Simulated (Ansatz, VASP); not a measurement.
**One calculation of Fe, two programs**

```xyz
1
Lattice="-1.3313 1.3313 1.3313 1.3313 -1.3313 1.3313 1.3313 1.3313 -1.3313" Properties=species:S:1:pos:R:3 pbc="T T T"
Fe    0.0000    0.0000    0.0000
```

Alike in both runs: task single point; functional r2SCAN; k mesh 24 × 24 × 24; occupations gaussian, width 0.05 eV; collinear spin.

|  | VASP | Ansatz |
| --- | --- | --- |
| version | VASP 6.6.1 | Ansatz 0.2.0 |
| potentials or method | VASP PAW PBE potentials, release 64 (Fe), cutoff 520 eV | scalar-relativistic, plane waves, PAW |
| valence electrons in the cell | 8 | 16 |

Ansatz gave:

| Item | Value |
| --- | --- |
| gap on the k mesh at the Fermi level (eV) | none |
| net moment per atom (μB) | 2.14 |
| size of the moment on the site where the two differ most (μB) | 2.23 |

Q: Which values does VASP return?

A: gap on the k mesh at the Fermi level (eV): none; net moment per atom (μB): 2.15; size of the moment on the site where the two differ most (μB): 2.15.

VASP's potentials were made for PBE, not for r2SCAN. Site moments also hang on the region over which each program counts them. A gap of «none» marks a metal or a gap that the smearing closes. VASP's potentials hold 8 valence electrons a cell and Ansatz's 16, so a difference there can come from the potentials and not from the codes. Ansatz's warnings: stability check not made.
